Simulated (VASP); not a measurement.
# Ge (Cmcm) in VASP: single point with PBEsol

Aim: the single point of Ge with PBEsol.

Everything below comes from runs of VASP 6.6.1. Logs are shortened: lines on timing, memory, paths and dates and some standing lists are left out, and cuts for length are marked.

## (1) The cell of the first run

Symmetry: Cmcm, No. 63, orthorhombic system. The conventional cell has a = 2.976 Å, b = 5.189 Å, c = 4.728 Å, α = 90.00°, β = 90.00°, γ = 90.00°. Within 3.9 Å of Ge (site symmetry m2m) lie 12 Ge at 2.92 to 2.99 Å.

## (2) Single point, PBEsol

INCAR reads:

```
SYSTEM = Ge
ALGO = Normal ; EDIFF = 1E-6
ENCUT = 520 ; GGA = PS
ISIF = 2 ; ISMEAR = -1
LASPH = .True. ; LCHARG = .True.
LELF = .True. ; LREAL = .False.
LVHAR = .True. ; LWAVE = .False.
NBANDS = 21 ; NELM = 60
PREC = Accurate ; SIGMA = 0.1
```

KPOINTS reads:

```
k-points
0
Gamma
  12 12 7
  0 0 0
```

POSCAR reads:

```
Ge
1.0
    1.4880529300     -2.5946896100      0.0000000000
    1.4880529300      2.5946896100      0.0000000000
    0.0000000000      0.0000000000      4.7275957900
Ge
2
Direct
    0.6665533705      0.3334466295      0.2500000005
    0.3334466295      0.6665533705      0.7499999995
```

Potentials or basis: VASP PAW PBE potentials, release 64 (Ge_d).

Run with:

```bash
> cat potpaw_PBE.64/Ge_d/POTCAR > POTCAR
> mpirun -np 1 vasp_std > vasp.out
```

OUTCAR:

```text
SYSTEM = Ge
   EDIFF = 1E-6
   ENCUT = 520
   GGA = PS
   ISIF = 2
   ISMEAR = -1
   LASPH = .True.
   LREAL = .False.
   NELM = 60
   PREC = Accurate

 ion  position               nearest neighbor table
   1  0.667  0.333  0.250-
   2  0.333  0.667  0.750-

  LATTYP: Found a base centered orthorhombic cell.
 ALAT       =     2.9761058600
 B/A-ratio  =     1.7436809926
 C/A-ratio  =     1.5885173486

  Lattice vectors:

 A1 = (   1.4880529300,  -2.5946896100,   0.0000000000)
 A2 = (   1.4880529300,   2.5946896100,   0.0000000000)
 A3 = (   0.0000000000,   0.0000000000,   4.7275957900)

Analysis of symmetry for initial positions (statically):
=====================================================================
 Subroutine PRICEL returns:
 Original cell was already a primitive cell.

 Routine SETGRP: Setting up the symmetry group for a
 base centered orthorhombic supercell.

 Subroutine GETGRP returns: Found  8 space group operations
 (whereof  4 operations were pure point group operations)
 out of a pool of  8 trial point group operations.

The static configuration has the point symmetry C_2h.
 The point group associated with its full space group is D_2h.

Analysis of symmetry for dynamics (positions and initial velocities):
=====================================================================
 Subroutine PRICEL returns:
 Original cell was already a primitive cell.

 Routine SETGRP: Setting up the symmetry group for a
 base centered orthorhombic supercell.

 Subroutine GETGRP returns: Found  8 space group operations
 (whereof  4 operations were pure point group operations)
 out of a pool of  8 trial point group operations.

The dynamic configuration has the point symmetry C_2h.
 The point group associated with its full space group is D_2h.

 Subroutine INISYM returns: Found  8 space group operations
 (whereof  4 operations are pure point group operations),
 and found     1 'primitive' translations

----------------------------------------------------------------------------------------

                                     Primitive cell

  volume of cell :      36.5068

  direct lattice vectors                    reciprocal lattice vectors
     1.488052930 -2.594689610  0.000000000     0.336009553 -0.192701277  0.000000000
     1.488052930  2.594689610  0.000000000     0.336009553  0.192701277  0.000000000
     0.000000000  0.000000000  4.727595790     0.000000000  0.000000000  0.211524006

  length of vectors
     2.991106099  2.991106099  4.727595790     0.387345068  0.387345068  0.211524006

  position of ions in fractional coordinates (direct lattice)
     0.666553370  0.333446630  0.250000001
     0.333446630  0.666553370  0.749999999

  ion indices of the primitive-cell ions
   primitive index   ion index
                 1           1
                 2           2

----------------------------------------------------------------------------------------

 KPOINTS: k-points

Automatic generation of k-mesh.
 Grid dimensions read from file:
 generate k-points for:   12   12    7

 Generating k-lattice:

  Cartesian coordinates                     Fractional coordinates (reciprocal lattice)
     0.028000796 -0.016058440  0.000000000     0.083333333  0.000000000  0.000000000
     0.028000796  0.016058440  0.000000000     0.000000000  0.083333333  0.000000000
     0.000000000  0.000000000  0.030217715     0.000000000  0.000000000  0.142857143

  Length of vectors
     0.032278756  0.032278756  0.030217715

  Shift w.r.t. Gamma in fractional coordinates (k-lattice)
     0.000000000  0.000000000  0.000000000

 Subroutine IBZKPT returns following result:
 ===========================================

 Found    172 irreducible k-points:

 Following reciprocal coordinates:
            Coordinates               Weight
  0.000000  0.000000  0.000000      1.000000
  0.083333 -0.000000  0.000000      4.000000
  0.166667 -0.000000  0.000000      4.000000
  0.250000 -0.000000  0.000000      4.000000
  0.333333 -0.000000  0.000000      4.000000
  0.416667  0.000000  0.000000      4.000000
[... 16 lines left out ...]
  0.500000  0.166667  0.000000      4.000000
 -0.416667  0.166667  0.000000      4.000000
 [... further k-points ...]
   k-points           NKPTS =    172   k-points in BZ     NKDIM =    172   number of bands    NBANDS=     21
   number of dos      NEDOS =    301   number of ions     NIONS =      2
   total plane-waves  NPLWV =  20736
   dimension x,y,z NGX =    24 NGY =   24 NGZ =   36
   dimension x,y,z NGXF=    48 NGYF=   48 NGZF=   72
   ions per type =               2
   NGX,Y,Z   is equivalent  to a cutoff of  13.34, 13.34, 12.66 a.u.
   NGXF,Y,Z  is equivalent  to a cutoff of  26.68, 26.68, 25.32 a.u.
 SYSTEM =  Ge
   PREC   = accura    normal or accurate (medium, high low for compatibility)
   ISTART =      0    job   : 0-new  1-cont  2-samecut
   ICHARG =      2    charge: 1-file 2-atom 10-const
   ISPIN  =      1    spin polarized calculation?
   LNONCOLLINEAR =      F non collinear calculations
   LSORBIT =      F    spin-orbit coupling
   LASPH  =      T    aspherical Exc in radial PAW
   ENCUT  =  520.0 eV  38.22 Ry    6.18 a.u.   5.56  5.56  8.79*2*pi/ulx,y,z
   NELM   =     60;   NELMIN=  2; NELMDL= -5     # of ELM steps
   EDIFF  = 0.1E-05   stopping-criterion for ELM
   LREAL  =      F    real-space projection
   EDIFFG = 0.1E-04   stopping-criterion for IOM
   NSW    =      0    number of steps for IOM
   IBRION =     -1    ionic relax: 0-MD 1-quasi-New 2-CG
   NFREE  =      0    steps in history (QN), initial steepest desc. (CG)
   ISIF   =      2    stress and relaxation
   ISYM   =      2    0-nonsym 1-usesym 2-fastsym
   POTIM  = 0.5000    time-step for ionic-motion
   TEBEG  =    0.0;   TEEND  =   0.0 temperature during run
   PSTRESS=    0.0 pullay stress
   NELECT =      28.0000    total number of electrons
   NUPDOWN=      -1.0000    fix difference up-down
   EMIN   =  10.00;   EMAX   =-10.00  energy-range for DOS
   EFERMI =   0.00;   METHOD = LEGACY
   ISMEAR =    -1;   SIGMA  =   0.10  broadening in eV -4-tet -1-fermi 0-gaus
   EFERMI_NEDOS =   21; number of points for ismear=-14 and -15
   IALGO  =     38    algorithm
   IMIX   =      4    mixing-type and parameters
     AMIX     =   0.40;   BMIX     =  1.00
     AMIX_MAG =   1.60;   BMIX_MAG =  1.00
  volume/ion in A,a.u.               =      18.25       123.18
  Fermi-wavevector in a.u.,A,eV,Ry     =   1.498544  2.831837 30.553702  2.245634
  Thomas-Fermi vector in A             =   2.610289
   LORBIT       =      0    0 simple, 1 ext, 2 COOP (PROOUT), +10 PAW based schemes
   GGA     = PS    functional components
   LHFCALC =     F    Hartree Fock is set to
   AEXX    =    0.0000 exact exchange contribution
   IVDW    =     0    specifies the selected vdW correction
   LEPSILON=     F    determine dielectric tensor
   LRPA    =     F    only Hartree local field effects (RPA)
 non-spin polarized calculation
  energy-cutoff  :      520.00
  volume of cell :       36.51
 maximum number of plane-waves:      1014
 NGX is ok and might be reduce to    24
   NGX = 11   NGY = 11   NGZ = 17

 number of electron      28.0000012 magnetization

 Free energy of the ion-electron system (eV)
  ---------------------------------------------------
  ext. energy  EPLUGINS =         0.00000000
  ---------------------------------------------------
  free energy    TOTEN  =        -9.33674695 eV

  energy without entropy =       -9.30662912  energy(sigma->0) =       -9.32168803

 E-fermi :   7.0530     XC(G=0): -11.6055

 val. band max:        7.0516903865   @ k =   0.4167   0.4167   0.4286
 cond. band min:       7.0567459226   @ k =   0.1667   0.1667   0.4286
 fundamental gap:      0.0050555361
 Fermi energy:         7.0530470259

 k-point     1 :       0.0000    0.0000    0.0000
  band No.  band energies     occupation
      1     -17.6555      2.00000
      2     -17.6453      2.00000
      3     -17.6428      2.00000
      4     -17.6415      2.00000
      5     -17.6360      2.00000
      6     -17.6327      2.00000
[... 13 lines left out ...]
     20      19.8275      0.00000
     21      21.0968      0.00000

 k-point     2 :       0.0833   -0.0000    0.0000
  band No.  band energies     occupation
      1     -17.6565      2.00000
      2     -17.6490      2.00000
      3     -17.6383      2.00000
      4     -17.6331      2.00000
      5     -17.6314      2.00000
      6     -17.6284      2.00000
[... 13 lines left out ...]
     20      19.7005      0.00000
     21      21.1243      0.00000

 k-point     3 :       0.1667   -0.0000    0.0000
  band No.  band energies     occupation
      1     -17.6677      2.00000
      2     -17.6446      2.00000
      3     -17.6326      2.00000
      4     -17.6315      2.00000
      5     -17.6286      2.00000
      6     -17.6218      2.00000
[... 13 lines left out ...]
     20      20.3333      0.00000
     21      21.0800      0.00000

 k-point     4 :       0.2500   -0.0000    0.0000
  band No.  band energies     occupation
      1     -17.6820      2.00000
      2     -17.6445      2.00000
      3     -17.6421      2.00000
      4     -17.6398      2.00000
      5     -17.6199      2.00000
      6     -17.5993      2.00000
[... 13 lines left out ...]
     20      19.3060      0.00000
     21      20.7261      0.00000

 k-point     5 :       0.3333   -0.0000    0.0000
  band No.  band energies     occupation
      1     -17.6953      2.00000
      2     -17.6577      2.00000
      3     -17.6476      2.00000
      4     -17.6441      2.00000
      5     -17.6079      2.00000
      6     -17.5862      2.00000
[... 13 lines left out ...]
     20      18.6659      0.00000
     21      20.1792      0.00000
[... 382 lines left out ...]
     20      17.7242      0.00000
     21      23.1783      0.00000

 k-point    22 :       0.4167    0.1667    0.0000
  band No.  band energies     occupation
      1     -17.6838      2.00000
      2     -17.6817      2.00000
      3     -17.6406      2.00000
      4     -17.6313      2.00000
      5     -17.6021      2.00000
      6     -17.5962      2.00000
[... 13 lines left out ...]
     20      17.6040      0.00000
     21      23.4237      0.00000

 k-point    23 :       0.5000    0.1667    0.0000
  band No.  band energies     occupation
      1     -17.6796      2.00000
      2     -17.6789      2.00000
      3     -17.6407      2.00000
      4     -17.6349      2.00000
      5     -17.6013      2.00000
      6     -17.5987      2.00000
[... 13 lines left out ...]
     20      17.7681      0.00000
     21      23.2821      0.00000

 k-point    24 :      -0.4167    0.1667    0.0000
  band No.  band energies     occupation
      1     -17.6713      2.00000
      2     -17.6687      2.00000
      3     -17.6469      2.00000
      4     -17.6406      2.00000
      5     -17.6075      2.00000
      6     -17.5902      2.00000
[... 13 lines left out ...]
     20      18.2038      0.00000
     21      21.6644      0.00000

 [... further k-points ...]
[... 5 lines left out ...]
  --------------------------------------------------------------------------------------
  -------------------------------------------------------------------------------------
  Total        0.1905172      0.2026880     -0.1775886      0.0000000      0.0000000      0.0000000
  in kB        8.3612402      8.8953816     -7.7938391      0.0000000      0.0000000      0.0000000
  external PRESSURE =       3.1542609 kB  Pullay stress =       0.0000000 kB

 VOLUME and BASIS-vectors are now :
 -----------------------------------------------------------------------------
  energy-cutoff  :      520.00
  volume of cell :       36.51
      direct lattice vectors                 reciprocal lattice vectors
     1.488052930 -2.594689610  0.000000000     0.336009553 -0.192701277  0.000000000
     1.488052930  2.594689610  0.000000000     0.336009553  0.192701277  0.000000000
     0.000000000  0.000000000  4.727595790     0.000000000  0.000000000  0.211524006

 POSITION                                       TOTAL-FORCE (eV/Angst)
 -----------------------------------------------------------------------------------
      1.48805     -0.86431      1.18190         0.000000      0.004532      0.000000
      1.48805      0.86431      3.54570         0.000000     -0.004532      0.000000
 -----------------------------------------------------------------------------------
    total drift:                               -0.000001      0.000000      0.000000

  FREE ENERGIE OF THE ION-ELECTRON SYSTEM (eV)
  ---------------------------------------------------
  free  energy   TOTEN  =        -9.3367469462 eV

  energy  without entropy=       -9.3066291172  energy(sigma->0) =       -9.32168803
```

Wall time 3.7 min (1 thread of AMD EPYC 7R13, shared host); peak memory 0.2 GiB.

Results:

* Free energy: -9.3367 eV
* Pressure: 0.3 GPa
* Largest force: 0.005 eV/Å
* Band gap on the k mesh: zero (band 14 reaches 13.63 eV, above the bottom of band 15 at 4.10 eV)

Forces on the atoms (eV/Å):
```
Ge   0.000  0.005  0.000
Ge   0.000 -0.005  0.000
```

Caveat: the PAW data sets were made with another functional, which shifts forces and pressure a little.
